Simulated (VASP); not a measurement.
# Zr3TiC4 (Cmmm) in VASP: single point with PBE

Aim: the single point of Zr3TiC4 with PBE.

Everything below comes from runs of VASP 6.6.1. Logs are shortened: lines on timing, memory, paths and dates and some standing lists are left out, and cuts for length are marked.

### Step 1. The cell of the first run

It takes space group Cmmm (No. 65, orthorhombic). The conventional cell has a = 6.538 Å, b = 9.243 Å, c = 3.276 Å, α = 90.00°, β = 90.00°, γ = 90.00°. Zr (site symmetry mmm) has 6 C at 2.36 Å within 3.1 Å. Within 3.1 Å of Zr (site symmetry 2/m) lie 6 C at 2.31 Å. Within 3.0 Å of Ti (site symmetry mmm) lie 6 C at 2.27 Å. C (site symmetry m2m) has 1 Ti at 2.27 Å and 5 Zr at 2.31 to 2.36 Å within 3.0 Å. Within 3.0 Å of C (site symmetry 2mm) lie 2 Ti at 2.27 Å and 4 Zr at 2.31 to 2.36 Å.

### Step 2. Single point, PBE

The input, INCAR:

```
  PREC = Accurate
  ENCUT = 520
  EDIFF = 1E-7
  ISMEAR = 0
  SIGMA = 0.1
  LREAL = False
  LASPH = True
  NELM = 100
  ALGO = Normal
  ISIF = 2
  LWAVE = False
  LCHARG = False
  GGA = PE
  NBANDS = 42
```

The input, KPOINTS:

```
Automatic mesh
0
Gamma
  8 8 12
```

The input, POSCAR:

```
Zr3TiC4
1.0
    3.2688527663     -4.6215225000      0.0000000000
    3.2688527663      4.6215225000      0.0000000000
    0.0000000000      0.0000000000      3.2755686117
Zr Ti C
3 1 4
Direct
    0.0000000000      0.0000000000      0.0000000000
    0.0000000000      0.5000000000      0.5000000000
    0.5000000000      0.0000000000      0.5000000000
    0.5000000000      0.5000000000      0.0000000000
    0.2548179215      0.7451820785      0.0000000000
    0.7451820785      0.2548179215      0.0000000000
    0.2596579751      0.2596579751      0.5000000000
    0.7403420249      0.7403420249      0.5000000000
```

Potentials or basis: VASP PAW PBE potentials, release 64 (Zr_sv, Ti_sv, C).

Run with:

```
cat potpaw_PBE.64/Zr_sv/POTCAR potpaw_PBE.64/Ti_sv/POTCAR potpaw_PBE.64/C/POTCAR > POTCAR
mpirun -np 1 vasp_std > vasp.out
```

OUTCAR:

```text
PREC = Accurate
   ENCUT = 520
   EDIFF = 1E-7
   ISMEAR = 0
   LREAL = False
   LASPH = True
   NELM = 100
   ISIF = 2
   GGA = PE

 ion  position               nearest neighbor table
   1  0.000  0.000  0.000-   5 2.36   6 2.36   7 2.36   8 2.36   7 2.36   8 2.36   4 3.27   4 3.27
                             3 3.27   3 3.27   2 3.27   2 3.27   2 3.27   3 3.27   3 3.27   2 3.27
   2  0.000  0.500  0.500-   7 2.31   8 2.31   5 2.31   6 2.31   5 2.31   6 2.31   3 3.27   3 3.27
                             4 3.27   1 3.27   4 3.27   1 3.27   1 3.27   4 3.27   4 3.27   1 3.27
   3  0.500  0.000  0.500-   7 2.31   8 2.31   5 2.31   6 2.31   5 2.31   6 2.31   2 3.27   2 3.27
                             4 3.27   1 3.27   4 3.27   4 3.27   4 3.27   1 3.27   1 3.27   1 3.27
   4  0.500  0.500  0.000-   5 2.27   6 2.27   7 2.27   8 2.27   7 2.27   8 2.27   1 3.27   1 3.27
                             3 3.27   2 3.27   3 3.27   3 3.27   3 3.27   2 3.27   2 3.27   2 3.27
   5  0.255  0.745  0.000-   4 2.27   3 2.31   2 2.31   2 2.31   3 2.31   1 2.36
   6  0.745  0.255  0.000-   4 2.27   3 2.31   2 2.31   2 2.31   3 2.31   1 2.36
   7  0.260  0.260  0.500-   4 2.27   4 2.27   2 2.31   3 2.31   1 2.36   1 2.36
   8  0.740  0.740  0.500-   4 2.27   4 2.27   2 2.31   3 2.31   1 2.36   1 2.36

  LATTYP: Found a base centered orthorhombic cell.
 ALAT       =     6.5377055326
 B/A-ratio  =     1.4138056469
 C/A-ratio  =     0.5010272481

  Lattice vectors:

 A1 = (   3.2688527663,  -4.6215225000,   0.0000000000)
 A2 = (   3.2688527663,   4.6215225000,   0.0000000000)
 A3 = (   0.0000000000,   0.0000000000,   3.2755686117)

Analysis of symmetry for initial positions (statically):
=====================================================================
 Subroutine PRICEL returns:
 Original cell was already a primitive cell.

 Routine SETGRP: Setting up the symmetry group for a
 base centered orthorhombic supercell.

 Subroutine GETGRP returns: Found  8 space group operations
 (whereof  8 operations were pure point group operations)
 out of a pool of  8 trial point group operations.

The static configuration has the point symmetry D_2h.

Analysis of symmetry for dynamics (positions and initial velocities):
=====================================================================
 Subroutine PRICEL returns:
 Original cell was already a primitive cell.

 Routine SETGRP: Setting up the symmetry group for a
 base centered orthorhombic supercell.

 Subroutine GETGRP returns: Found  8 space group operations
 (whereof  8 operations were pure point group operations)
 out of a pool of  8 trial point group operations.

The dynamic configuration has the point symmetry D_2h.

 Subroutine INISYM returns: Found  8 space group operations
 (whereof  8 operations are pure point group operations),
 and found     1 'primitive' translations

----------------------------------------------------------------------------------------

                                     Primitive cell

  volume of cell :      98.9685

  direct lattice vectors                    reciprocal lattice vectors
     3.268852766 -4.621522500  0.000000000     0.152958862 -0.108189455  0.000000000
     3.268852766  4.621522500  0.000000000     0.152958862  0.108189455  0.000000000
     0.000000000  0.000000000  3.275568612     0.000000000  0.000000000  0.305290506

  length of vectors
     5.660730397  5.660730397  3.275568612     0.187353601  0.187353601  0.305290506

  position of ions in fractional coordinates (direct lattice)
     0.000000000  0.000000000  0.000000000
     1.000000000  0.500000000  0.500000000
     0.500000000  1.000000000  0.500000000
     0.500000000  0.500000000  0.000000000
     0.254817921  0.745182079  0.000000000
     0.745182079  0.254817921  0.000000000
     0.259657975  0.259657975  0.500000000
     0.740342025  0.740342025  0.500000000

  ion indices of the primitive-cell ions
   primitive index   ion index
                 1           1
                 2           2
                 3           3
                 4           4
                 5           5
                 6           6
                 7           7
                 8           8

----------------------------------------------------------------------------------------

 KPOINTS: Automatic mesh

Automatic generation of k-mesh.
 Grid dimensions read from file:
 generate k-points for:    8    8   12

 Generating k-lattice:

  Cartesian coordinates                     Fractional coordinates (reciprocal lattice)
     0.019119858 -0.013523682  0.000000000     0.125000000 -0.000000000  0.000000000
     0.019119858  0.013523682  0.000000000    -0.000000000  0.125000000  0.000000000
     0.000000000  0.000000000  0.025440876     0.000000000  0.000000000  0.083333333

  Length of vectors
     0.023419200  0.023419200  0.025440876

  Shift w.r.t. Gamma in fractional coordinates (k-lattice)
     0.000000000  0.000000000  0.000000000

 Subroutine IBZKPT returns following result:
 ===========================================

 Found    147 irreducible k-points:

 Following reciprocal coordinates:
            Coordinates               Weight
  0.000000  0.000000  0.000000      1.000000
  0.125000 -0.000000  0.000000      4.000000
  0.250000 -0.000000  0.000000      4.000000
  0.375000  0.000000  0.000000      4.000000
  0.500000 -0.000000  0.000000      2.000000
  0.125000  0.125000  0.000000      2.000000
[... 16 lines left out ...]
  0.125000 -0.000000  0.083333      8.000000
  0.250000 -0.000000  0.083333      8.000000
 [... further k-points ...]
   k-points           NKPTS =    147   k-points in BZ     NKDIM =    147   number of bands    NBANDS=     42
   number of dos      NEDOS =    301   number of ions     NIONS =      8
   total plane-waves  NPLWV =  42336
   dimension x,y,z NGX =    42 NGY =   42 NGZ =   24
   dimension x,y,z NGXF=    84 NGYF=   84 NGZF=   48
   ions per type =               3   1   4
   NGX,Y,Z   is equivalent  to a cutoff of  12.33, 12.33, 12.18 a.u.
   NGXF,Y,Z  is equivalent  to a cutoff of  24.67, 24.67, 24.36 a.u.
 SYSTEM =  unknown system
   PREC   = accura    normal or accurate (medium, high low for compatibility)
   ISTART =      0    job   : 0-new  1-cont  2-samecut
   ICHARG =      2    charge: 1-file 2-atom 10-const
   ISPIN  =      1    spin polarized calculation?
   LNONCOLLINEAR =      F non collinear calculations
   LSORBIT =      F    spin-orbit coupling
   LASPH  =      T    aspherical Exc in radial PAW
   ENCUT  =  520.0 eV  38.22 Ry    6.18 a.u.  10.53 10.53  6.09*2*pi/ulx,y,z
   NELM   =    100;   NELMIN=  2; NELMDL= -5     # of ELM steps
   EDIFF  = 0.1E-06   stopping-criterion for ELM
   LREAL  =      F    real-space projection
   EDIFFG = 0.1E-05   stopping-criterion for IOM
   NSW    =      0    number of steps for IOM
   IBRION =     -1    ionic relax: 0-MD 1-quasi-New 2-CG
   NFREE  =      0    steps in history (QN), initial steepest desc. (CG)
   ISIF   =      2    stress and relaxation
   ISYM   =      2    0-nonsym 1-usesym 2-fastsym
   POTIM  = 0.5000    time-step for ionic-motion
   TEBEG  =    0.0;   TEEND  =   0.0 temperature during run
   PSTRESS=    0.0 pullay stress
   NELECT =      64.0000    total number of electrons
   NUPDOWN=      -1.0000    fix difference up-down
   EMIN   =  10.00;   EMAX   =-10.00  energy-range for DOS
   EFERMI =   0.00;   METHOD = LEGACY
   ISMEAR =     0;   SIGMA  =   0.10  broadening in eV -4-tet -1-fermi 0-gaus
   EFERMI_NEDOS =   21; number of points for ismear=-14 and -15
   IALGO  =     38    algorithm
   IMIX   =      4    mixing-type and parameters
     AMIX     =   0.40;   BMIX     =  1.00
     AMIX_MAG =   1.60;   BMIX_MAG =  1.00
  volume/ion in A,a.u.               =      12.37        83.48
  Fermi-wavevector in a.u.,A,eV,Ry     =   1.415693  2.675272 27.268619  2.004187
  Thomas-Fermi vector in A             =   2.537105
   LORBIT       =      0    0 simple, 1 ext, 2 COOP (PROOUT), +10 PAW based schemes
   GGA     = PE    functional components
   LHFCALC =     F    Hartree Fock is set to
   AEXX    =    0.0000 exact exchange contribution
   IVDW    =     0    specifies the selected vdW correction
   LEPSILON=     F    determine dielectric tensor
   LRPA    =     F    only Hartree local field effects (RPA)
 non-spin polarized calculation
 Gauss-broadening in eV      SIGMA  =   0.10
  energy-cutoff  :      520.00
  volume of cell :       98.97
 maximum number of plane-waves:      2708
   NGX = 21   NGY = 21   NGZ = 13

 number of electron      64.0000009 magnetization

 Free energy of the ion-electron system (eV)
  ---------------------------------------------------
  ext. energy  EPLUGINS =         0.00000000
  ---------------------------------------------------
  free energy    TOTEN  =       -76.68934919 eV

  energy without entropy =      -76.68315538  energy(sigma->0) =      -76.68625229

 E-fermi :   9.4879     XC(G=0): -12.2131

 val. band max:        9.4868264241   @ k =   0.1250   0.1250   0.0833
 cond. band min:       9.4965158991   @ k =   0.1250   0.1250   0.0833
 fundamental gap:      0.0096894750
 Fermi energy:         9.4879475930

 k-point     1 :       0.0000    0.0000    0.0000
  band No.  band energies     occupation
      1     -47.3994      2.00000
      2     -38.6281      2.00000
      3     -38.4005      2.00000
      4     -38.3741      2.00000
      5     -23.6525      2.00000
      6     -23.6300      2.00000
[... 34 lines left out ...]
     41      13.0650      0.00000
     42      13.4873      0.00000

 k-point     2 :       0.1250   -0.0000    0.0000
  band No.  band energies     occupation
      1     -47.3994      2.00000
      2     -38.6269      2.00000
      3     -38.4002      2.00000
      4     -38.3757      2.00000
      5     -23.6521      2.00000
      6     -23.6297      2.00000
[... 34 lines left out ...]
     41      12.9407      0.00000
     42      13.7594      0.00000

 k-point     3 :       0.2500   -0.0000    0.0000
  band No.  band energies     occupation
      1     -47.3994      2.00000
      2     -38.6241      2.00000
      3     -38.3991      2.00000
      4     -38.3800      2.00000
      5     -23.6512      2.00000
      6     -23.6289      2.00000
[... 34 lines left out ...]
     41      13.3092      0.00000
     42      13.4287      0.00000

 k-point     4 :       0.3750    0.0000    0.0000
  band No.  band energies     occupation
      1     -47.3994      2.00000
      2     -38.6212      2.00000
      3     -38.3972      2.00000
      4     -38.3851      2.00000
      5     -23.6503      2.00000
      6     -23.6281      2.00000
[... 844 lines left out ...]
     41      13.1465      0.00000
     42      13.8353      0.00000

 k-point    23 :       0.1250   -0.0000    0.0833
  band No.  band energies     occupation
      1     -47.3987      2.00000
      2     -38.6233      2.00000
      3     -38.3984      2.00000
      4     -38.3730      2.00000
      5     -23.6507      2.00000
      6     -23.6287      2.00000
[... 34 lines left out ...]
     41      13.1139      0.00000
     42      13.8381      0.00000

 k-point    24 :       0.2500   -0.0000    0.0833
  band No.  band energies     occupation
      1     -47.3987      2.00000
      2     -38.6207      2.00000
      3     -38.3970      2.00000
      4     -38.3773      2.00000
      5     -23.6498      2.00000
      6     -23.6280      2.00000
[... 34 lines left out ...]
     41      13.4436      0.00000
     42      13.5906      0.00000

 [... further k-points ...]

------------------------ aborting loop because EDIFF is reached ----------------------------------------

  FORCE on cell =-STRESS in cart. coord.  units (eV):
  Direction    XX          YY          ZZ          XY          YZ          ZX
  --------------------------------------------------------------------------------------
  -------------------------------------------------------------------------------------
  Total        0.1466165      0.1656885      0.1579440     -0.0000000      0.0000000      0.0000000
  in kB        2.3735393      2.6822910      2.5569166     -0.0000000      0.0000000      0.0000000
  external PRESSURE =       2.5375823 kB  Pullay stress =       0.0000000 kB

 VOLUME and BASIS-vectors are now :
 -----------------------------------------------------------------------------
  energy-cutoff  :      520.00
  volume of cell :       98.97
      direct lattice vectors                 reciprocal lattice vectors
     3.268852766 -4.621522500  0.000000000     0.152958862 -0.108189455  0.000000000
     3.268852766  4.621522500  0.000000000     0.152958862  0.108189455  0.000000000
     0.000000000  0.000000000  3.275568612     0.000000000  0.000000000  0.305290506

 POSITION                                       TOTAL-FORCE (eV/Angst)
 -----------------------------------------------------------------------------------
      0.00000      0.00000      0.00000        -0.000000     -0.000000      0.000000
      1.63443      2.31076      1.63778         0.000000      0.000000      0.000000
      1.63443     -2.31076      1.63778        -0.000000      0.000000      0.000000
      3.26885      0.00000      0.00000         0.000000      0.000000      0.000000
      3.26885      2.26623      0.00000         0.000000     -0.005920     -0.000000
      3.26885     -2.26623      0.00000         0.000000      0.005920      0.000000
      1.69757      0.00000      1.63778        -0.006295      0.000000     -0.000000
      4.84014      0.00000      1.63778         0.006295      0.000000      0.000000
 -----------------------------------------------------------------------------------
    total drift:                               -0.000000      0.000000      0.000000

  FREE ENERGIE OF THE ION-ELECTRON SYSTEM (eV)
  ---------------------------------------------------
  free  energy   TOTEN  =       -76.6893491921 eV

  energy  without entropy=      -76.6831553847  energy(sigma->0) =      -76.68625229
```

Wall time 14 min (1 thread of Intel Xeon Platinum 8259CL at 2.50GHz (Skylake/Cascade Lake), shared host); peak memory 0.58 GiB.

Results:

* Free energy: -76.6893 eV
* Pressure: 0.3 GPa
* Largest force: 0.006 eV/Å
* Band gap on the k mesh: zero (bands 32 and 33 overlap by 1.28 eV)

Forces on the atoms (eV/Å):
```
Zr   0.000  0.000  0.000
Zr   0.000  0.000  0.000
Zr   0.000  0.000  0.000
Ti   0.000  0.000  0.000
C    0.000 -0.006  0.000
C    0.000  0.006  0.000
C   -0.006  0.000  0.000
C    0.006  0.000  0.000
```

Levels at points of the mesh, in eV from the Fermi level:
| k point | band 29 | band 30 | band 31 | band 32 | band 33 | band 34 | band 35 | band 36 |
| --- | --- | --- | --- | --- | --- | --- | --- | --- |
| (0.00, 0.00, 0.00) | -0.03 | 0.02 | 0.88 | 0.90 | 0.92 | 1.05 | 1.07 | 1.08 |
| (0.50, 0.00, 0.00) | -1.78 | -1.73 | -1.69 | -1.68 | 1.27 | 1.64 | 1.76 | 1.95 |
| (0.50, 0.50, 0.00) | -0.65 | -0.58 | -0.47 | -0.43 | -0.36 | -0.34 | 2.11 | 2.46 |
| (0.00, 0.00, 0.50) | -2.40 | -2.20 | -2.19 | -2.06 | 1.99 | 2.63 | 2.64 | 3.23 |
| (0.50, 0.00, 0.50) | -1.81 | -1.77 | -1.74 | -1.70 | 1.23 | 1.51 | 1.57 | 1.68 |
| (0.50, 0.50, 0.50) | -1.72 | -1.70 | -0.23 | 0.05 | 0.05 | 0.25 | 2.56 | 2.93 |
